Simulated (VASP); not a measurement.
# KMgBe6 (R-3m) in VASP: further runs

Runs on KMgBe6. Level: PBE. Tasks: single point, relaxation of cell and atoms.

All numbers are computed with VASP 6.6.1; they aren't measurements. Logs are shortened: lines on timing, memory, paths and dates and some standing lists are left out, and cuts for length are marked.

**1. The cell of the first run**

The structure is trigonal, space group R-3m (No. 166). The conventional cell has a = 6.904 Å, b = 6.904 Å, c = 6.794 Å, α = 90.00°, β = 90.00°, γ = 120.00°. K (site symmetry -3m) has 12 Be at 2.64 to 2.72 Å and 2 Mg at 3.40 Å within 3.5 Å. Within 2.3 Å of Mg (site symmetry -3m) lie 6 Be at 1.70 Å. Within 2.5 Å of Be (site symmetry m) lie 1 Mg at 1.70 Å and 4 Be at 2.34 to 2.47 Å.

**2. Single point, PBE**

The input, INCAR:

```
PREC = Accurate
ENCUT = 520
EDIFF = 1E-7
ISMEAR = 0
SIGMA = 0.1
LREAL = F
LASPH = T
NELM = 80
ALGO = Normal
ISIF = 2
LWAVE = F
LCHARG = T
GGA = PE
LELF = T
LVHAR = T
NBANDS = 22
```

The input, KPOINTS:

```
regular mesh
0
Gamma
  6 6 6
```

The input, POSCAR:

```
KMgBe6
1.0
    3.4517749271      1.9928831834      2.2645651346
   -3.4517749271      1.9928831834      2.2645651346
    0.0000000000     -3.9857663666      2.2645651346
K Mg Be
1 1 6
Direct
    0.5000000000      0.5000000000      0.5000000000
    0.0000000000      0.0000000000      0.0000000000
    0.2650000000      0.2650000000      0.9260000000
    0.9260000000      0.2650000000      0.2650000000
    0.2650000000      0.9260000000      0.2650000000
    0.0740000000      0.7350000000      0.7350000000
    0.7350000000      0.7350000000      0.0740000000
    0.7350000000      0.0740000000      0.7350000000
```

Potentials or basis: VASP PAW PBE potentials, release 64 (K_sv, Mg, Be).

Command:

```bash
> cat potpaw_PBE.64/K_sv/POTCAR potpaw_PBE.64/Mg/POTCAR potpaw_PBE.64/Be/POTCAR > POTCAR
> mpirun -np 1 vasp_std > vasp.out
```

OUTCAR:

```text
PREC = Accurate
   ENCUT = 520
   EDIFF = 1E-7
   ISMEAR = 0
   LREAL = F
   LASPH = T
   NELM = 80
   ISIF = 2
   GGA = PE

 ion  position               nearest neighbor table
   1  0.500  0.500  0.500-   3 2.64   7 2.64   5 2.64   6 2.64   4 2.64   8 2.64   7 2.72   3 2.72
                             6 2.72   8 2.72   5 2.72   4 2.72   2 3.40   2 3.40
   2  0.000  0.000  0.000-   4 1.70   5 1.70   6 1.70   8 1.70   7 1.70   3 1.70   1 3.40   1 3.40

   3  0.265  0.265  0.926-   2 1.70   4 2.34   5 2.34   1 2.64   1 2.72
   4  0.926  0.265  0.265-   2 1.70   3 2.34   5 2.34   1 2.64   1 2.72
   5  0.265  0.926  0.265-   2 1.70   3 2.34   4 2.34   1 2.64   1 2.72
   6  0.074  0.735  0.735-   2 1.70   7 2.34   8 2.34   1 2.64   1 2.72
   7  0.735  0.735  0.074-   2 1.70   6 2.34   8 2.34   1 2.64   1 2.72
   8  0.735  0.074  0.735-   2 1.70   7 2.34   6 2.34   1 2.64   1 2.72

  LATTYP: Found a trigonal (rhomboedric) cell.
 ALAT       =     4.5841671849
 COS(alpha) =    -0.1339503497

  Lattice vectors:

 A1 = (   3.4517749271,   1.9928831834,   2.2645651346)
 A2 = (  -3.4517749271,   1.9928831834,   2.2645651346)
 A3 = (   0.0000000000,  -3.9857663666,   2.2645651346)

Analysis of symmetry for initial positions (statically):
=====================================================================
 Subroutine PRICEL returns:
 Original cell was already a primitive cell.

 Routine SETGRP: Setting up the symmetry group for a
 trigonal (rhombohedral) supercell.

 Subroutine GETGRP returns: Found 12 space group operations
 (whereof 12 operations were pure point group operations)
 out of a pool of 12 trial point group operations.

The static configuration has the point symmetry D_3d.

Analysis of symmetry for dynamics (positions and initial velocities):
=====================================================================
 Subroutine PRICEL returns:
 Original cell was already a primitive cell.

 Routine SETGRP: Setting up the symmetry group for a
 trigonal (rhombohedral) supercell.

 Subroutine GETGRP returns: Found 12 space group operations
 (whereof 12 operations were pure point group operations)
 out of a pool of 12 trial point group operations.

The dynamic configuration has the point symmetry D_3d.

 Subroutine INISYM returns: Found 12 space group operations
 (whereof 12 operations are pure point group operations),
 and found     1 'primitive' translations

[... 106 lines left out ...]
   EDIFF  = 0.1E-06   stopping-criterion for ELM
   LREAL  =      F    real-space projection
   EDIFFG = 0.1E-05   stopping-criterion for IOM
   NSW    =      0    number of steps for IOM
   IBRION =     -1    ionic relax: 0-MD 1-quasi-New 2-CG
   NFREE  =      0    steps in history (QN), initial steepest desc. (CG)
   ISIF   =      2    stress and relaxation
   ISYM   =      2    0-nonsym 1-usesym 2-fastsym
   POTIM  = 0.5000    time-step for ionic-motion
   TEBEG  =    0.0;   TEEND  =   0.0 temperature during run
   PSTRESS=    0.0 pullay stress
   NELECT =      23.0000    total number of electrons
   NUPDOWN=      -1.0000    fix difference up-down
   EMIN   =  10.00;   EMAX   =-10.00  energy-range for DOS
   EFERMI =   0.00;   METHOD = LEGACY
   ISMEAR =     0;   SIGMA  =   0.10  broadening in eV -4-tet -1-fermi 0-gaus
   EFERMI_NEDOS =   21; number of points for ismear=-14 and -15
   IALGO  =     38    algorithm
   IMIX   =      4    mixing-type and parameters
     AMIX     =   0.40;   BMIX     =  1.00
     AMIX_MAG =   1.60;   BMIX_MAG =  1.00
  volume/ion in A,a.u.               =      11.68        78.84
  Fermi-wavevector in a.u.,A,eV,Ry     =   1.025882  1.938635 14.319226  1.052433
  Thomas-Fermi vector in A             =   2.159745
   LORBIT       =      0    0 simple, 1 ext, 2 COOP (PROOUT), +10 PAW based schemes
   GGA     = PE    functional components
   LHFCALC =     F    Hartree Fock is set to
   AEXX    =    0.0000 exact exchange contribution
   IVDW    =     0    specifies the selected vdW correction
   LEPSILON=     F    determine dielectric tensor
   LRPA    =     F    only Hartree local field effects (RPA)
 non-spin polarized calculation
 Gauss-broadening in eV      SIGMA  =   0.10
  energy-cutoff  :      520.00
  volume of cell :       93.47
 maximum number of plane-waves:      2541
 NGX is ok and might be reduce to    36
   NGX = 17   NGY = 17   NGZ = 17

 number of electron      22.9999999 magnetization

 Free energy of the ion-electron system (eV)
  ---------------------------------------------------
  ext. energy  EPLUGINS =         0.00000000
  ---------------------------------------------------
  free energy    TOTEN  =        -0.52504239 eV

  energy without entropy =       -0.51779394  energy(sigma->0) =       -0.52141817

 E-fermi :   4.5928     XC(G=0):  -9.8728

 val. band max:        4.5677849262   @ k =   0.1667   0.0000   0.0000
 cond. band min:       4.5984757181   @ k =   0.3333   0.0000   0.0000
 fundamental gap:      0.0306907920
 Fermi energy:         4.5927861688

 k-point     1 :       0.0000    0.0000    0.0000
  band No.  band energies     occupation
      1     -25.5228      2.00000
      2      -9.3701      2.00000
      3      -9.3701      2.00000
      4      -9.2960      2.00000
      5      -4.1600      2.00000
      6       1.2879      2.00000
[... 589 lines left out ...]
     21      10.9809      0.00000
     22      11.3204      0.00000

 [... further k-points ...]
[... 5 lines left out ...]
  --------------------------------------------------------------------------------------
  -------------------------------------------------------------------------------------
  Total       27.9151157     27.9151157     32.3694230      0.0000000      0.0000000      0.0000000
  in kB      478.5084769    478.5084769    554.8622283      0.0000000      0.0000000      0.0000000
  external PRESSURE =     503.9597274 kB  Pullay stress =       0.0000000 kB

 VOLUME and BASIS-vectors are now :
 -----------------------------------------------------------------------------
  energy-cutoff  :      520.00
  volume of cell :       93.47
      direct lattice vectors                 reciprocal lattice vectors
     3.451774927  1.992883183  2.264565135     0.144853013  0.083630926  0.147195295
    -3.451774927  1.992883183  2.264565135    -0.144853013  0.083630926  0.147195295
     0.000000000 -3.985766367  2.264565135     0.000000000 -0.167261853  0.147195295

 POSITION                                       TOTAL-FORCE (eV/Angst)
 -----------------------------------------------------------------------------------
      0.00000      0.00000      3.39685         0.000000     -0.000000     -0.000000
      0.00000      0.00000      0.00000         0.000000     -0.000000     -0.000000
      0.00000     -2.63459      3.29721         0.000000      6.342296      4.664795
      2.28162      1.31730      3.29721        -5.492589     -3.171148      4.664795
     -2.28162      1.31730      3.29721         5.492589     -3.171148      4.664795
     -2.28162     -1.31730      3.49649         5.492589      3.171148     -4.664795
      0.00000      2.63459      3.49649         0.000000     -6.342296     -4.664795
      2.28162     -1.31730      3.49649        -5.492589      3.171148     -4.664795
 -----------------------------------------------------------------------------------
    total drift:                               -0.000000     -0.000000      0.000000

  FREE ENERGIE OF THE ION-ELECTRON SYSTEM (eV)
  ---------------------------------------------------
  free  energy   TOTEN  =        -0.5250423946 eV

  energy  without entropy=       -0.5177939360  energy(sigma->0) =       -0.52141817
```

stdout:

```text
POSCAR found type information on POSCAR K MgBe
 POSCAR found :  3 types and       8 ions
 scaLAPACK will be used
 LDA part: xc-table for (Slater+PW92), standard interpolation
 POSCAR, INCAR and KPOINTS ok, starting setup
 FFT: planning ... GRIDC
 FFT: planning ... GRID_SOFT
 FFT: planning ... GRID
 WAVECAR not read
 entering main loop
```

It took 58 s on 1 thread of Intel Xeon Platinum 8259CL at 2.50GHz (Skylake/Cascade Lake), shared host; peak memory 0.24 GiB.

What came out:

```
Free energy            : -0.5250 eV
Pressure               : 50.4 GPa
Largest force          : 7.873 eV/Å
Band gap on the k mesh : zero (an odd number of electrons rules out a gap without spin polarisation)
```

Forces in eV/Å, atoms in the order of the input:
```
K    0.000  0.000  0.000
Mg   0.000  0.000  0.000
Be   0.000  6.342  4.665
Be  -5.493 -3.171  4.665
Be   5.493 -3.171  4.665
Be   5.493  3.171 -4.665
Be   0.000 -6.342 -4.665
Be  -5.493  3.171 -4.665
```

Stress tensor (GPa, compression positive):
```
47.85  0.00  0.00
 0.00 47.85  0.00
 0.00  0.00 55.49
```

Levels at points of the mesh, in eV from the Fermi level:
```csv
k point,band 9,band 10,band 11,band 12,band 13,band 14
"(0.00, 0.00, 0.00)",-2.59,-2.07,-2.07,0.15,1.12,1.39
"(0.50, 0.00, 0.00)",-2.05,-1.98,-1.35,-0.36,0.24,1.34
"(0.50, 0.50, 0.00)",-2.54,-1.83,-0.32,0.45,0.57,0.84
"(0.50, 0.50, 0.50)",-2.42,-2.42,-2.09,0.45,2.68,2.68
```

Caveat: the cell stands under pressure; forces of over 1 eV/Å act on the atoms, so gaps and moduli don't describe the material at rest.

**3. Single point, PBE**

This run uses another cell than the first one, of 16.83 Å³/atom.

The input, INCAR:

```
ALGO     = Normal         # electronic algorithm
EDIFF    = 1E-6           # SCF threshold, eV
ENCUT    = 520            # plane-wave cutoff, eV
GGA      = PE             # functional
ISIF     = 2              # what is computed and relaxed
ISMEAR   = 0              # smearing method
LASPH    = True           # aspherical terms in the spheres
LCHARG   = True           # write CHGCAR
LELF     = True           # ELF
LREAL    = False          # projectors in reciprocal space
LVHAR    = True         
LWAVE    = False          # write WAVECAR
NBANDS   = 22             # bands
NELM     = 80             # most SCF steps
PREC     = Accurate       # precision mode
SIGMA    = 0.1            # smearing width, eV
```

The input, KPOINTS:

```
k-points
0
Gamma
  6 6 6
```

The input, POSCAR:

```
KMgBe6
1.0
    3.3441094617      1.9307224979      3.4749799462
   -3.3441094617      1.9307224979      3.4749799462
    0.0000000000     -3.8614449957      3.4749799463
K Mg Be
1 1 6
Direct
    0.5000000000      0.5000000000      0.5000000000
    0.0000000000      0.0000000000      0.0000000000
    0.3534917444      0.3534917444      1.0400079189
    1.0400079189      0.3534917444      0.3534917444
    0.3534917444      1.0400079189      0.3534917444
   -0.0400079189      0.6465082556      0.6465082556
    0.6465082556      0.6465082556     -0.0400079189
    0.6465082556     -0.0400079189      0.6465082556
```

Potentials or basis: VASP PAW PBE potentials, release 64 (K_sv, Mg, Be).

Command:

```bash
> cat potpaw_PBE.64/K_sv/POTCAR potpaw_PBE.64/Mg/POTCAR potpaw_PBE.64/Be/POTCAR > POTCAR
> mpirun -np 1 vasp_std > vasp.out
```

OUTCAR:

```text
EDIFF = 1E-6
   ENCUT = 520
   GGA = PE
   ISIF = 2
   ISMEAR = 0
   LASPH = True
   LREAL = False
   NELM = 80
   PREC = Accurate

 ion  position               nearest neighbor table
   1  0.500  0.500  0.500-   3 2.79   7 2.79   4 2.79   5 2.79   8 2.79   6 2.79   8 2.88   4 2.88
                             5 2.88   6 2.88   3 2.88   7 2.88
   2  0.000  0.000  0.000-   3 2.86   7 2.86   5 2.86   6 2.86   4 2.86   8 2.86
   3  0.353  0.353  0.040-   4 2.10   5 2.10   7 2.27   1 2.79   2 2.86   1 2.88
   4  0.040  0.353  0.353-   3 2.10   5 2.10   6 2.27   1 2.79   2 2.86   1 2.88
   5  0.353  0.040  0.353-   3 2.10   4 2.10   8 2.27   1 2.79   2 2.86   1 2.88
   6  0.960  0.647  0.647-   7 2.10   8 2.10   4 2.27   1 2.79   2 2.86   1 2.88
   7  0.647  0.647  0.960-   6 2.10   8 2.10   3 2.27   1 2.79   2 2.86   1 2.88
   8  0.647  0.960  0.647-   7 2.10   6 2.10   5 2.27   1 2.79   2 2.86   1 2.88

  LATTYP: Found a trigonal (rhomboedric) cell.
 ALAT       =     5.1948284940
 COS(alpha) =     0.1712023005

  Lattice vectors:

 A1 = (   3.3441094617,   1.9307224979,   3.4749799462)
 A2 = (  -3.3441094617,   1.9307224979,   3.4749799462)
 A3 = (   0.0000000000,  -3.8614449957,   3.4749799463)

Analysis of symmetry for initial positions (statically):
=====================================================================
 Subroutine PRICEL returns:
 Original cell was already a primitive cell.

 Routine SETGRP: Setting up the symmetry group for a
 trigonal (rhombohedral) supercell.

 Subroutine GETGRP returns: Found 12 space group operations
 (whereof 12 operations were pure point group operations)
 out of a pool of 12 trial point group operations.

The static configuration has the point symmetry D_3d.

Analysis of symmetry for dynamics (positions and initial velocities):
=====================================================================
 Subroutine PRICEL returns:
 Original cell was already a primitive cell.

[... 139 lines left out ...]
     AMIX_MAG =   1.60;   BMIX_MAG =  1.00
  volume/ion in A,a.u.               =      16.83       113.56
  Fermi-wavevector in a.u.,A,eV,Ry     =   0.908412  1.716650 11.227693  0.825212
  Thomas-Fermi vector in A             =   2.032335
   LORBIT       =      0    0 simple, 1 ext, 2 COOP (PROOUT), +10 PAW based schemes
   GGA     = PE    functional components
   LHFCALC =     F    Hartree Fock is set to
   AEXX    =    0.0000 exact exchange contribution
   IVDW    =     0    specifies the selected vdW correction
   LEPSILON=     F    determine dielectric tensor
   LRPA    =     F    only Hartree local field effects (RPA)
 non-spin polarized calculation
 Gauss-broadening in eV      SIGMA  =   0.10
  energy-cutoff  :      520.00
  volume of cell :      134.62
 maximum number of plane-waves:      3658
 NGX is ok and might be reduce to    40
   NGX = 19   NGY = 19   NGZ = 19

 number of electron      23.0000000 magnetization

 Free energy of the ion-electron system (eV)
  ---------------------------------------------------
  ext. energy  EPLUGINS =         0.00000000
  ---------------------------------------------------
  free energy    TOTEN  =       -16.20849566 eV

  energy without entropy =      -16.18953004  energy(sigma->0) =      -16.19901285

 E-fermi :   2.2418     XC(G=0):  -8.6516

 val. band max:        2.2344632855   @ k =   0.3333   0.1667   0.1667
 cond. band min:       2.2488108409   @ k =   0.3333   0.3333   0.0000
 fundamental gap:      0.0143475554
 Fermi energy:         2.2417774680

 k-point     1 :       0.0000    0.0000    0.0000
  band No.  band energies     occupation
      1     -27.5478      2.00000
      2     -11.3182      2.00000
      3     -11.3182      2.00000
      4     -11.2173      2.00000
      5      -4.6590      2.00000
      6      -1.6148      2.00000
[... 589 lines left out ...]
     21       7.6141      0.00000
     22       8.5099      0.00000

 [... further k-points ...]
[... 5 lines left out ...]
  --------------------------------------------------------------------------------------
  -------------------------------------------------------------------------------------
  Total        0.0478604      0.0478604      0.2235472      0.0000000      0.0000000      0.0000000
  in kB        0.5696177      0.5696177      2.6605772      0.0000000      0.0000000      0.0000000
  external PRESSURE =       1.2666042 kB  Pullay stress =       0.0000000 kB

 VOLUME and BASIS-vectors are now :
 -----------------------------------------------------------------------------
  energy-cutoff  :      520.00
  volume of cell :      134.62
      direct lattice vectors                 reciprocal lattice vectors
     3.344109462  1.930722498  3.474979946     0.149516637  0.086323471  0.095923815
    -3.344109462  1.930722498  3.474979946    -0.149516637  0.086323471  0.095923815
     0.000000000 -3.861444996  3.474979946     0.000000000 -0.172646941  0.095923815

 POSITION                                       TOTAL-FORCE (eV/Angst)
 -----------------------------------------------------------------------------------
      0.00000      0.00000      5.21247        -0.000000     -0.000000     -0.000000
      0.00000      0.00000      0.00000        -0.000000     -0.000000     -0.000000
      0.00000      1.21050      2.59578        -0.000000     -0.000466      0.002980
     -1.04832     -0.60525      2.59578         0.000403      0.000233      0.002980
      1.04832     -0.60525      2.59578        -0.000403      0.000233      0.002980
      1.04832      0.60525      7.82916        -0.000403     -0.000233     -0.002980
      0.00000     -1.21050      7.82916        -0.000000      0.000466     -0.002980
     -1.04832      0.60525      7.82916         0.000403     -0.000233     -0.002980
 -----------------------------------------------------------------------------------
    total drift:                               -0.000000      0.000000     -0.000000

  FREE ENERGIE OF THE ION-ELECTRON SYSTEM (eV)
  ---------------------------------------------------
  free  energy   TOTEN  =       -16.2084956617 eV

  energy  without entropy=      -16.1895300408  energy(sigma->0) =      -16.19901285
```

OSZICAR:

```text
N       E                     dE             d eps       ncg     rms          rms(c)
DAV:   1     0.780217534129E+02    0.78022E+02   -0.87791E+03  1408   0.830E+02
DAV:   2    -0.112531928636E+02   -0.89275E+02   -0.84859E+02  1674   0.193E+02
DAV:   3    -0.181973348377E+02   -0.69441E+01   -0.68752E+01  2410   0.426E+01
DAV:   4    -0.183543343114E+02   -0.15700E+00   -0.15660E+00  1916   0.541E+00
DAV:   5    -0.183591830423E+02   -0.48487E-02   -0.48485E-02  2104   0.784E-01    0.120E+01
DAV:   6    -0.165876731089E+02    0.17715E+01   -0.17373E+00  1654   0.484E+00    0.782E+00
DAV:   7    -0.162139003699E+02    0.37377E+00   -0.18793E+00  1722   0.464E+00    0.219E+00
DAV:   8    -0.162190352336E+02   -0.51349E-02   -0.36012E-01  1582   0.233E+00    0.557E-01
DAV:   9    -0.162084346941E+02    0.10601E-01   -0.43978E-02  1642   0.785E-01    0.161E-01
DAV:  10    -0.162085133799E+02   -0.78686E-04   -0.42868E-03  1972   0.258E-01    0.756E-02
DAV:  11    -0.162085438908E+02   -0.30511E-04   -0.44265E-04  1688   0.996E-02    0.261E-02
DAV:  12    -0.162084964067E+02    0.47484E-04   -0.14242E-04  1678   0.495E-02    0.611E-03
DAV:  13    -0.162084960506E+02    0.35609E-06   -0.20591E-05  1802   0.177E-02    0.320E-03
DAV:  14    -0.162084956617E+02    0.38885E-06   -0.23008E-06  1480   0.595E-03
   1 F= -.16208496E+02 E0= -.16199013E+02  d E =-.189656E-01
```

It took 72 s on 1 thread of Intel Xeon Platinum 8259CL at 2.50GHz (Skylake/Cascade Lake), shared host; peak memory 0.29 GiB.

Results:

- Free energy: -16.2085 eV
- Pressure: 0.1 GPa
- Largest force: 0.003 eV/Å
- Band gap on the k mesh: zero (an odd number of electrons rules out a gap without spin polarisation)

Forces in eV/Å, atoms in the order of the input:
```
K    0.000  0.000  0.000
Mg   0.000  0.000  0.000
Be   0.000  0.000  0.003
Be   0.000  0.000  0.003
Be   0.000  0.000  0.003
Be   0.000  0.000 -0.003
Be   0.000  0.000 -0.003
Be   0.000  0.000 -0.003
```

Levels at points of the mesh, in eV from the Fermi level:
| k point | band 8 | band 9 | band 10 | band 11 | band 12 | band 13 | band 14 | band 15 | band 16 | band 17 |
| --- | --- | --- | --- | --- | --- | --- | --- | --- | --- | --- |
| (0.00, 0.00, 0.00) | -2.59 | -1.33 | -0.58 | -0.52 | -0.52 | 0.65 | 0.65 | 1.30 | 1.89 | 1.89 |
| (0.50, 0.00, 0.00) | -2.01 | -1.66 | -1.17 | -0.80 | -0.56 | 0.35 | 1.04 | 1.30 | 2.59 | 2.68 |
| (0.50, 0.50, 0.00) | -3.42 | -1.57 | -0.62 | 0.08 | 0.20 | 0.51 | 0.88 | 1.02 | 2.16 | 2.58 |
| (0.50, 0.50, 0.50) | -2.78 | -2.78 | -2.03 | -2.03 | -1.90 | 2.42 | 3.15 | 3.15 | 3.32 | 3.32 |

(Continued in part 2 of 3.)
